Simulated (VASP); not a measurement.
# Ta2C (P-3m1) in VASP: further runs, part 2 of 2

VASP 6.6.1. Earlier steps stand in the parts before.

### Step 3. Single point, PBEsol

This run uses another cell than the first one, of 13.61 Å³/atom, 0.877 times its volume.

INCAR reads:

```
SYSTEM = Ta2C
ALGO = Normal
EDIFF = 1E-7
ENCUT = 520
GGA = PS
ISIF = 2
ISMEAR = -1
LASPH = .TRUE.
LCHARG = .TRUE.
LELF = .TRUE.
LREAL = .FALSE.
LVHAR = .TRUE.
LWAVE = .FALSE.
NBANDS = 20
NELM = 80
PREC = Accurate
SIGMA = 0.15
```

KPOINTS reads:

```
k-points
0
G
  18 18 8
  0 0 0
```

POSCAR reads:

```
Ta2C
1.0
    3.0958855143      0.0000000000      0.0000000000
   -1.5479427572      2.6811155025      0.0000000000
    0.0000000000      0.0000000000      4.9201740837
Ta C
2 1
Direct
    0.3333333333      0.6666666667      0.2528276349
    0.6666666667      0.3333333333      0.7471723651
    0.0000000000      0.0000000000      0.0000000000
```

Potentials or basis: VASP PAW PBE potentials, release 64 (Ta_pv, C).

Command:

```
$ cat potpaw_PBE.64/Ta_pv/POTCAR potpaw_PBE.64/C/POTCAR > POTCAR
$ mpirun -np 1 vasp_std > vasp.out
```

OUTCAR:

```text
SYSTEM = Ta2C
   EDIFF = 1E-7
   ENCUT = 520
   GGA = PS
   ISIF = 2
   ISMEAR = -1
   LASPH = .TRUE.
   LREAL = .FALSE.
   NELM = 80
   PREC = Accurate

 ion  position               nearest neighbor table
   1  0.333  0.667  0.253-   3 2.18   3 2.18   3 2.18   2 3.02   2 3.02   2 3.02   2 3.06   2 3.06
                             2 3.06
   2  0.667  0.333  0.747-   3 2.18   3 2.18   3 2.18   1 3.02   1 3.02   1 3.02   1 3.06   1 3.06
                             1 3.06
   3  0.000  0.000  0.000-   1 2.18   2 2.18   1 2.18   2 2.18   2 2.18   1 2.18

  LATTYP: Found a hexagonal cell.
 ALAT       =     3.0958855143
 C/A-ratio  =     1.5892622841

  Lattice vectors:

 A1 = (   3.0958855143,   0.0000000000,   0.0000000000)
 A2 = (  -1.5479427572,   2.6811155025,   0.0000000000)
 A3 = (   0.0000000000,   0.0000000000,   4.9201740837)

Analysis of symmetry for initial positions (statically):
[... 33 lines left out ...]
                                     Primitive cell

  volume of cell :      40.8395

  direct lattice vectors                    reciprocal lattice vectors
     3.095885514  0.000000000  0.000000000     0.323009360  0.186489541  0.000000000
[... 132 lines left out ...]

  energy without entropy =      -36.66610493  energy(sigma->0) =      -36.69908704

 E-fermi :   6.4815     XC(G=0): -12.9412

 val. band max:        6.4783294420   @ k =   0.0000   0.1111   0.1250
 cond. band min:       6.4859957205   @ k =   0.0000   0.0000   0.0000
 fundamental gap:      0.0076662785
 Fermi energy:         6.4815108069

 k-point     1 :       0.0000    0.0000    0.0000
  band No.  band energies     occupation
      1     -28.2874      2.00000
      2     -27.5752      2.00000
      3     -27.5752      2.00000
      4     -27.4580      2.00000
      5     -27.4580      2.00000
      6     -27.3715      2.00000
[... 541 lines left out ...]
     19      12.2713      0.00000
     20      12.7000      0.00000

 [... further k-points ...]

------------------------ aborting loop because EDIFF is reached ----------------------------------------

  FORCE on cell =-STRESS in cart. coord.  units (eV):
  Direction    XX          YY          ZZ          XY          YZ          ZX
  --------------------------------------------------------------------------------------
  -------------------------------------------------------------------------------------
  Total        0.1361038      0.1361038      0.1250307     -0.0000000      0.0000000     -0.0000000
  in kB        5.3394922      5.3394922      4.9050826     -0.0000000      0.0000000     -0.0000000
  external PRESSURE =       5.1946890 kB  Pullay stress =       0.0000000 kB

 VOLUME and BASIS-vectors are now :
 -----------------------------------------------------------------------------
  energy-cutoff  :      520.00
  volume of cell :       40.84
      direct lattice vectors                 reciprocal lattice vectors
     3.095885514  0.000000000  0.000000000     0.323009360  0.186489541  0.000000000
    -1.547942757  2.681115502  0.000000000     0.000000000  0.372979082  0.000000000
     0.000000000  0.000000000  4.920174084     0.000000000  0.000000000  0.203244841

 POSITION                                       TOTAL-FORCE (eV/Angst)
 -----------------------------------------------------------------------------------
     -0.00000      1.78741      1.24396        -0.000000      0.000000      0.046263
      1.54794      0.89371      3.67622         0.000000      0.000000     -0.046263
      0.00000      0.00000      0.00000         0.000000      0.000000      0.000000
 -----------------------------------------------------------------------------------
    total drift:                                0.000000     -0.000000     -0.000000

  FREE ENERGIE OF THE ION-ELECTRON SYSTEM (eV)
  ---------------------------------------------------
  free  energy   TOTEN  =       -36.7320691434 eV

  energy  without entropy=      -36.6661049341  energy(sigma->0) =      -36.69908704
```

OSZICAR:

```text
N       E                     dE             d eps       ncg     rms          rms(c)
DAV:   1     0.197282120363E+03    0.19728E+03   -0.14890E+04 10640   0.136E+03
DAV:   2    -0.323227552826E+02   -0.22960E+03   -0.22425E+03 11964   0.380E+02
DAV:   3    -0.405675013961E+02   -0.82447E+01   -0.81440E+01 13484   0.646E+01
DAV:   4    -0.406624909878E+02   -0.94990E-01   -0.94749E-01 13028   0.678E+00
DAV:   5    -0.406633543644E+02   -0.86338E-03   -0.86318E-03 13300   0.606E-01    0.286E+01
DAV:   6    -0.369837611022E+02    0.36796E+01   -0.17166E+01 13348   0.237E+01    0.122E+01
DAV:   7    -0.367801800330E+02    0.20358E+00   -0.13868E+00 11948   0.730E+00    0.580E+00
DAV:   8    -0.367367087983E+02    0.43471E-01   -0.17464E-01 12748   0.280E+00    0.529E-01
DAV:   9    -0.367324654062E+02    0.42434E-02   -0.21379E-02 13072   0.890E-01    0.189E-01
DAV:  10    -0.367321283588E+02    0.33705E-03   -0.32349E-03 13700   0.446E-01    0.551E-02
DAV:  11    -0.367320698651E+02    0.58494E-04   -0.38485E-04 12516   0.121E-01    0.265E-02
DAV:  12    -0.367320696965E+02    0.16856E-06   -0.25493E-05 12340   0.371E-02    0.685E-03
DAV:  13    -0.367320694020E+02    0.29453E-06   -0.37370E-06 12752   0.123E-02    0.424E-03
DAV:  14    -0.367320691436E+02    0.25839E-06   -0.10054E-06 12528   0.652E-03    0.579E-04
DAV:  15    -0.367320691434E+02    0.13870E-09   -0.38105E-08  6620   0.144E-03
   1 F= -.36732069E+02 E0= -.36699087E+02  d E =-.659642E-01
```

stdout:

```text
POSCAR found type information on POSCAR TaC
 POSCAR found :  2 types and       3 ions
 scaLAPACK will be used
 -----------------------------------------------------------------------------
|                                                                             |
|                                                                             |
|     You enforced a specific xc type in the INCAR file but a different       |
|     I HOPE YOU KNOW WHAT YOU ARE DOING!                                     |
|                                                                             |
 -----------------------------------------------------------------------------

 LDA part: xc-table for (Slater+PW92), standard interpolation
 POSCAR, INCAR and KPOINTS ok, starting setup
 FFT: planning ... GRIDC
 FFT: planning ... GRID_SOFT
 FFT: planning ... GRID
 WAVECAR not read
 entering main loop
```

It used 370 s of CPU time on 1 thread of AMD EPYC 7R13 Processor (Zen 3), with other jobs on the host.

Results:

```
Free energy            : -36.7321 eV
Pressure               : 0.5 GPa
Largest force          : 0.046 eV/Å
Band gap on the k mesh : zero (band 13 reaches 7.00 eV, above the bottom of band 14 at 6.20 eV)
```

Forces in eV/Å, atoms in the order of the input:
```
Ta   0.000  0.000  0.046
Ta   0.000  0.000 -0.046
C    0.000  0.000  0.000
```

Caveat: the PAW data sets were made with another functional, which shifts forces and pressure a little; spin-orbit coupling is left out, which moves the levels of the heavy elements.

### Step 4. Single point, PBEsol (biaxial strain in the a-b plane: -3.0 %, then relaxed in part)

INCAR reads:

```
SYSTEM = Ta2C
ALGO = Normal ; EDIFF = 1E-6
ENCUT = 520 ; GGA = PS
ISIF = 2 ; ISMEAR = 0
LASPH = .True. ; LCHARG = .False.
LREAL = .False. ; LWAVE = .False.
NBANDS = 20 ; NELM = 100
PREC = Accurate ; SIGMA = 0.1
```

KPOINTS reads:

```
k-points
0
Gamma
  18 18 10
  0 0 0
```

POSCAR reads:

```
Ta2C
1.0
    3.0024416756      0.0000000000      0.0000000000
   -1.5012208378      2.6001907645      0.0000000000
    0.0000000000      0.0000000000      5.0085228576
Ta C
2 1
Direct
    0.3333333333      0.6666666667      0.2545758945
    0.6666666667      0.3333333333      0.7454241055
    0.0000000000      0.0000000000      0.0000000000
```

Command:

```
$ cat potpaw_PBE.64/Ta_pv/POTCAR potpaw_PBE.64/C/POTCAR > POTCAR
$ mpirun -np 1 vasp_std > vasp.out
```

It took 2.5 min on 1 thread of Intel Xeon 6975P-C, shared host; peak memory 0.35 GiB.

Results (log left out):

```yaml
Free_energy: -36.5578 eV
Pressure: 13.6 GPa
Largest_force: 0.052 eV/Å
Band_gap_on_the_k_mesh: zero (band 13 reaches 7.39 eV, above the bottom of band 14 at 6.71 eV)
```

Forces on the atoms (eV/Å):
```
Ta   0.000  0.000  0.052
Ta   0.000  0.000 -0.052
C    0.000  0.000  0.000
```

Stress tensor (GPa, compression positive):
```
20.09  0.00  0.00
 0.00 20.09  0.00
 0.00  0.00  0.65
```

Levels at points of the mesh, in eV from the Fermi level:
```csv
k point,band 10,band 11,band 12,band 13,band 14,band 15,band 16,band 17
"(0.00, 0.00, 0.00)",-3.45,-3.21,-0.47,0.50,0.50,1.55,1.55,2.46
"(0.50, 0.00, 0.00)",-4.04,-3.95,-1.72,-0.16,2.84,4.10,4.86,5.71
"(0.00, 0.00, 0.50)",-3.67,-2.36,-1.74,-0.15,-0.15,3.19,3.19,3.53
"(0.50, 0.00, 0.50)",-3.51,-2.85,-1.05,-0.87,1.20,1.74,5.03,5.40
```

Caveat: the cell differs from its parent crystal (biaxial strain in the a-b plane: -3.0 %, then relaxed in part); the PAW data sets were made with another functional, which shifts forces and pressure a little; spin-orbit coupling is left out, which moves the levels of the heavy elements.

### Step 5. Single point, PBEsol (biaxial strain in the a-b plane: -3.0 %)

INCAR reads:

```
SYSTEM = Ta2C
PREC = Accurate
ENCUT = 520
EDIFF = 1E-6
ISMEAR = 0
SIGMA = 0.1
LREAL = .FALSE.
LASPH = .TRUE.
NELM = 80
ALGO = Normal
ISIF = 2
LWAVE = .FALSE.
LCHARG = .TRUE.
GGA = PS
LELF = .TRUE.
LVHAR = .TRUE.
NBANDS = 20
```

KPOINTS reads:

```
Automatic mesh
0
G
  18 18 10
  0 0 0
```

POSCAR reads:

```
Ta2C
1.0
    3.0024416756      0.0000000000      0.0000000000
   -1.5012208378      2.6001907645      0.0000000000
    0.0000000000      0.0000000000      5.0096597405
Ta C
2 1
Direct
    0.3333333333      0.6666666667      0.2540074820
    0.6666666667      0.3333333333      0.7459925180
    0.0000000000      0.0000000000      0.0000000000
```

Command:

```
$ cat potpaw_PBE.64/Ta_pv/POTCAR potpaw_PBE.64/C/POTCAR > POTCAR
$ mpirun -np 1 vasp_std > vasp.out
```

Wall time 2.7 min (1 thread of Intel Xeon 6975P-C, shared host); peak memory 0.35 GiB.

It converged, with:

| Quantity | Value |
| --- | --- |
| Free energy | -36.5573 eV |
| Pressure | 13.8 GPa |
| Largest force | 0.141 eV/Å |
| Band gap on the k mesh | zero (band 13 reaches 7.38 eV, above the bottom of band 14 at 6.72 eV) |

Forces in eV/Å, atoms in the order of the input:
```
Ta   0.000  0.000  0.141
Ta   0.000  0.000 -0.141
C    0.000  0.000  0.000
```

Stress tensor (GPa, compression positive):
```
20.24  0.00  0.00
 0.00 20.24  0.00
 0.00  0.00  0.80
```

Levels at points of the mesh, in eV from the Fermi level:
```tsv
k point	band 10	band 11	band 12	band 13	band 14	band 15	band 16	band 17
(0.00, 0.00, 0.00)	-3.47	-3.20	-0.47	0.50	0.50	1.55	1.55	2.48
(0.50, 0.00, 0.00)	-4.03	-3.96	-1.72	-0.17	2.86	4.10	4.85	5.71
(0.00, 0.00, 0.50)	-3.69	-2.34	-1.76	-0.15	-0.15	3.17	3.17	3.54
(0.50, 0.00, 0.50)	-3.53	-2.87	-1.05	-0.87	1.23	1.76	5.02	5.38
```

Caveat: the cell differs from its parent crystal (biaxial strain in the a-b plane: -3.0 %); the PAW data sets were made with another functional, which shifts forces and pressure a little; spin-orbit coupling is left out, which moves the levels of the heavy elements.

### Step 6. Overview

| level | potentials or basis | cell | k mesh | smearing | gap on the mesh (eV) | pressure (GPa) | largest force (eV/Å) |
| --- | --- | --- | --- | --- | --- | --- | --- |
| LDA | VASP PAW LDA potentials, release 64 (Ta_pv, C) | a = 3.232, b = 3.232, c = 5.148 Å, angles 90.0, 90.0, 120.0°, 3 atoms | 15 × 15 × 8 | gaussian 0.1 eV | none | -32.2 | 0.93 |
| PBEsol | VASP PAW PBE potentials, release 64 (Ta_pv, C) | a = 3.096, b = 3.096, c = 4.920 Å, angles 90.0, 90.0, 120.0°, 3 atoms | 18 × 18 × 8 | fermi-dirac 0.15 eV | none | 0.5 | 0.05 |
| PBEsol | VASP PAW PBE potentials, release 64 (Ta_pv, C) | a = 3.002, b = 3.002, c = 5.009 Å, angles 90.0, 90.0, 120.0°, 3 atoms | 18 × 18 × 10 | gaussian 0.1 eV | none | 13.6 | 0.05 |
| PBEsol | VASP PAW PBE potentials, release 64 (Ta_pv, C) | a = 3.002, b = 3.002, c = 5.010 Å, angles 90.0, 90.0, 120.0°, 3 atoms | 18 × 18 × 10 | gaussian 0.1 eV | none | 13.8 | 0.14 |

Some of these runs hold the atoms at other places in the same cell, which the table doesn't show; runs alike in all that it shows share one row.

Alike in all rows: task single point; no spin polarisation; cutoff (eV) 520.

Caveats: spin-orbit coupling is left out, which moves the levels of the heavy elements; the PAW data sets were made with another functional, which shifts forces and pressure a little (some runs).

Total energies depend on the potentials used, so only differences within one code and one set of settings carry meaning.
